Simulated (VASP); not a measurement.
Set up this calculation in VASP 6.6.1, as the native input.

| Item | Value |
| --- | --- |
| Task | single point |
| Functional | PBE |
| Potentials or basis | VASP PAW PBE potentials, release 64 (Ir, F) |
| Cutoff | 520 eV |
| k mesh | 4 × 4 × 1 |
| Occupations | gaussian, width 0.1 eV |
| Spin | no spin polarisation |
| Dipole correction | no |
| Further INCAR settings | ALGO = Normal; EDIFF = 1e-07; NBANDS = 70 |

The structure of Ir12F lies in POSCAR:

```
Ir12F
1.0
    5.4305800000      0.0000000000      0.0000000000
    2.7152900000      4.7030200000      0.0000000000
    0.0000000000      0.0000000000     16.4340500000
Ir F
12 1
Direct
    0.1666666312      0.1666667375      0.0608492733
    0.6666666312      0.1666667375      0.0608492733
    0.1666666312      0.6666667375      0.0608492733
    0.6666666312      0.6666667375      0.0608492733
   -0.1716678606      0.3345388708      0.1922756715
    0.3244232720      0.3377136393      0.1978745957
   -0.1719109947      0.8345261130      0.1934232888
    0.3281680383      0.8348884334      0.1929296187
   -0.0039845226     -0.0022781107      0.3252947387
    0.4903014139      0.0060612117      0.3255134310
   -0.0116526930      0.5008215997      0.3297473842
    0.4918331463      0.4992832265      0.3262052872
    0.8139128859      0.5369824070      0.4422009791
```

The input as run:

INCAR

```
PREC = Accurate ; ENCUT = 520
EDIFF = 1E-7 ; ISMEAR = 0
SIGMA = 0.1 ; LREAL = False
LASPH = True ; NELM = 100
ALGO = Normal ; ISIF = 2
LWAVE = False ; LCHARG = True
GGA = PE ; LELF = True
LVHAR = True ; NBANDS = 70
```

KPOINTS

```
Automatic mesh
0
Gamma
  4 4 1
```

Potentials or basis: VASP PAW PBE potentials, release 64 (Ir, F).

The run is started by

```console
$ cat potpaw_PBE.64/Ir/POTCAR potpaw_PBE.64/F/POTCAR > POTCAR
$ mpirun -np 1 vasp_std > vasp.out
```

Results of the run:

```yaml
Largest_force: 0.302 eV/Å
Band_gap_on_the_k_mesh: zero (an odd number of electrons rules out a gap without spin polarisation)
```

Caveat: there is no dipole correction, which matters where the two faces differ; spin-orbit coupling is left out, which moves the levels of the heavy elements.

Run time: 16 min on 1 thread of Intel(R) Xeon(R) Platinum 8259CL CPU @ 2.50GHz (Skylake/Cascade Lake), on a shared host, peak memory 0.6 GiB.
